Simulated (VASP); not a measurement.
# Sb (Im-3m) in VASP: single point with PBE

Aim: the single point of Sb with PBE.

Everything below comes from runs of VASP 6.6.1. Logs are shortened: lines on timing, memory, paths and dates and some standing lists are left out, and cuts for length are marked.

### Step 1. The cell of the first run

It takes space group Im-3m (No. 229, cubic). The conventional cell has a = 3.793 Å, b = 3.793 Å, c = 3.793 Å, α = 90.00°, β = 90.00°, γ = 90.00°. Within 4.3 Å of Sb (site symmetry m-3m) lie 14 Sb at 3.28 to 3.79 Å.

### Step 2. Single point, PBE

The input, INCAR:

```
SYSTEM = Sb
  PREC = Accurate
  ENCUT = 520
  EDIFF = 1E-7
  ISMEAR = -1
  SIGMA = 0.13605693000000002
  LREAL = .FALSE.
  LASPH = .TRUE.
  NELM = 100
  ALGO = Normal
  ISIF = 2
  LWAVE = .FALSE.
  LCHARG = .FALSE.
  GGA = PE
  NBANDS = 8
```

The input, KPOINTS:

```
regular mesh
0
G
  12 12 12
  0 0 0
```

The input, POSCAR:

```
Sb
1.0
   -1.8964383878      1.8964383878      1.8964383878
    1.8964383878     -1.8964383878      1.8964383878
    1.8964383878      1.8964383878     -1.8964383878
Sb
1
Direct
    0.0000000000      0.0000000000      0.0000000000
```

Potentials or basis: VASP PAW PBE potentials, release 64 (Sb).

Started as:

```console
> cat potpaw_PBE.64/Sb/POTCAR > POTCAR
> mpirun -np 1 vasp_std > vasp.out
```

OUTCAR:

```text
SYSTEM = Sb
   PREC = Accurate
   ENCUT = 520
   EDIFF = 1E-7
   ISMEAR = -1
   LREAL = .FALSE.
   LASPH = .TRUE.
   NELM = 100
   ISIF = 2
   GGA = PE

 ion  position               nearest neighbor table
   1  0.000  0.000  0.000-

  LATTYP: Found a body centered cubic cell.
 ALAT       =     3.7928767756

  Lattice vectors:

 A1 = (  -1.8964383878,   1.8964383878,   1.8964383878)
 A2 = (   1.8964383878,  -1.8964383878,   1.8964383878)
 A3 = (   1.8964383878,   1.8964383878,  -1.8964383878)

Analysis of symmetry for initial positions (statically):
=====================================================================
 Subroutine PRICEL returns:
 Original cell was already a primitive cell.

 Routine SETGRP: Setting up the symmetry group for a
 body centered cubic supercell.

 Subroutine GETGRP returns: Found 48 space group operations
 (whereof 48 operations were pure point group operations)
 out of a pool of 48 trial point group operations.

The static configuration has the point symmetry O_h .

Analysis of symmetry for dynamics (positions and initial velocities):
=====================================================================
 Subroutine PRICEL returns:
 Original cell was already a primitive cell.

 Routine SETGRP: Setting up the symmetry group for a
 body centered cubic supercell.

 Subroutine GETGRP returns: Found 48 space group operations
 (whereof 48 operations were pure point group operations)
 out of a pool of 48 trial point group operations.

The dynamic configuration has the point symmetry O_h .

 Subroutine INISYM returns: Found 48 space group operations
 (whereof 48 operations are pure point group operations),
 and found     1 'primitive' translations

----------------------------------------------------------------------------------------

                                     Primitive cell

  volume of cell :      27.2820

  direct lattice vectors                    reciprocal lattice vectors
    -1.896438388  1.896438388  1.896438388     0.000000000  0.263652119  0.263652119
     1.896438388 -1.896438388  1.896438388     0.263652119  0.000000000  0.263652119
     1.896438388  1.896438388 -1.896438388     0.263652119  0.263652119  0.000000000

  length of vectors
     3.284727641  3.284727641  3.284727641     0.372860403  0.372860403  0.372860403

  position of ions in fractional coordinates (direct lattice)
     0.000000000  0.000000000  0.000000000

  ion indices of the primitive-cell ions
[... 69 lines left out ...]
   LNONCOLLINEAR =      F non collinear calculations
   LSORBIT =      F    spin-orbit coupling
   LASPH  =      T    aspherical Exc in radial PAW
   ENCUT  =  520.0 eV  38.22 Ry    6.18 a.u.   6.11  6.11  6.11*2*pi/ulx,y,z
   NELM   =    100;   NELMIN=  2; NELMDL= -5     # of ELM steps
   EDIFF  = 0.1E-06   stopping-criterion for ELM
   LREAL  =      F    real-space projection
   EDIFFG = 0.1E-05   stopping-criterion for IOM
   NSW    =      0    number of steps for IOM
   IBRION =     -1    ionic relax: 0-MD 1-quasi-New 2-CG
   NFREE  =      0    steps in history (QN), initial steepest desc. (CG)
   ISIF   =      2    stress and relaxation
   ISYM   =      2    0-nonsym 1-usesym 2-fastsym
   POTIM  = 0.5000    time-step for ionic-motion
   TEBEG  =    0.0;   TEEND  =   0.0 temperature during run
   PSTRESS=    0.0 pullay stress
   NELECT =       5.0000    total number of electrons
   NUPDOWN=      -1.0000    fix difference up-down
   EMIN   =  10.00;   EMAX   =-10.00  energy-range for DOS
   EFERMI =   0.00;   METHOD = LEGACY
   ISMEAR =    -1;   SIGMA  =   0.14  broadening in eV -4-tet -1-fermi 0-gaus
   EFERMI_NEDOS =   21; number of points for ismear=-14 and -15
   IALGO  =     38    algorithm
   IMIX   =      4    mixing-type and parameters
     AMIX     =   0.40;   BMIX     =  1.00
     AMIX_MAG =   1.60;   BMIX_MAG =  1.00
  volume/ion in A,a.u.               =      27.28       184.11
  Fermi-wavevector in a.u.,A,eV,Ry     =   0.929907  1.757269 11.765321  0.864727
  Thomas-Fermi vector in A             =   2.056239
   LORBIT       =      0    0 simple, 1 ext, 2 COOP (PROOUT), +10 PAW based schemes
   GGA     = PE    functional components
   LHFCALC =     F    Hartree Fock is set to
   AEXX    =    0.0000 exact exchange contribution
   IVDW    =     0    specifies the selected vdW correction
   LEPSILON=     F    determine dielectric tensor
   LRPA    =     F    only Hartree local field effects (RPA)
 non-spin polarized calculation
  energy-cutoff  :      520.00
  volume of cell :       27.28
 maximum number of plane-waves:       746
   NGX = 13   NGY = 13   NGZ = 13

 number of electron       5.0000000 magnetization

 Free energy of the ion-electron system (eV)
  ---------------------------------------------------
  ext. energy  EPLUGINS =         0.00000000
  ---------------------------------------------------
  free energy    TOTEN  =        -3.93566476 eV

  energy without entropy =       -3.90303807  energy(sigma->0) =       -3.91935141

 E-fermi :   8.2845     XC(G=0): -10.1723

 val. band max:        8.2630348215   @ k =  -0.3333   0.3333   0.2500
 cond. band min:       8.2881325408   @ k =  -0.4167   0.5000   0.0833
 fundamental gap:      0.0250977193
 Fermi energy:         8.2845294876

 k-point     1 :       0.0000    0.0000    0.0000
  band No.  band energies     occupation
      1      -4.4613      2.00000
      2      13.6642      0.00000
      3      13.6642      0.00000
      4      13.6642      0.00000
      5      18.7738      0.00000
      6      18.7738      0.00000
      7      18.7738      0.00000
      8      20.0632      0.00000
[... 243 lines left out ...]
 k-point    24 :       0.4167    0.0833    0.0833
  band No.  band energies     occupation
      1      -0.3160      2.00000
      2       3.0904      2.00000
      3       8.4104      0.56788
      4      10.1138      0.00000
      5      16.7408      0.00000
      6      17.3403      0.00000
      7      22.3786      0.00000
      8      23.3960      0.00000

 [... further k-points ...]
[... 5 lines left out ...]
  --------------------------------------------------------------------------------------
  -------------------------------------------------------------------------------------
  Total       -0.0340253     -0.0340253     -0.0340253      0.0000000      0.0000000     -0.0000000
  in kB       -1.9981863     -1.9981863     -1.9981863      0.0000000      0.0000000     -0.0000000
  external PRESSURE =      -1.9981863 kB  Pullay stress =       0.0000000 kB

 VOLUME and BASIS-vectors are now :
 -----------------------------------------------------------------------------
  energy-cutoff  :      520.00
  volume of cell :       27.28
      direct lattice vectors                 reciprocal lattice vectors
    -1.896438388  1.896438388  1.896438388     0.000000000  0.263652119  0.263652119
     1.896438388 -1.896438388  1.896438388     0.263652119  0.000000000  0.263652119
     1.896438388  1.896438388 -1.896438388     0.263652119  0.263652119  0.000000000

 POSITION                                       TOTAL-FORCE (eV/Angst)
 -----------------------------------------------------------------------------------
      0.00000      0.00000      0.00000        -0.000000     -0.000000     -0.000000
 -----------------------------------------------------------------------------------
    total drift:                                0.000000      0.000000     -0.000000

  FREE ENERGIE OF THE ION-ELECTRON SYSTEM (eV)
  ---------------------------------------------------
  free  energy   TOTEN  =        -3.9356647590 eV

  energy  without entropy=       -3.9030380670  energy(sigma->0) =       -3.91935141
```

stdout:

```text
POSCAR found type information on POSCAR Sb
 POSCAR found :  1 types and       1 ions
 scaLAPACK will be used
 LDA part: xc-table for (Slater+PW92), standard interpolation
 POSCAR, INCAR and KPOINTS ok, starting setup
 FFT: planning ... GRIDC
 FFT: planning ... GRID_SOFT
 FFT: planning ... GRID
 WAVECAR not read
 entering main loop
```

It took 6.7 s on 1 thread of Intel Xeon Platinum 8259CL at 2.50GHz (Skylake/Cascade Lake), shared host; peak memory 0.14 GiB.

Results:

* Free energy: -3.9357 eV
* Pressure: -0.2 GPa

Caveat: spin-orbit coupling is left out, which moves the levels of the heavy elements.
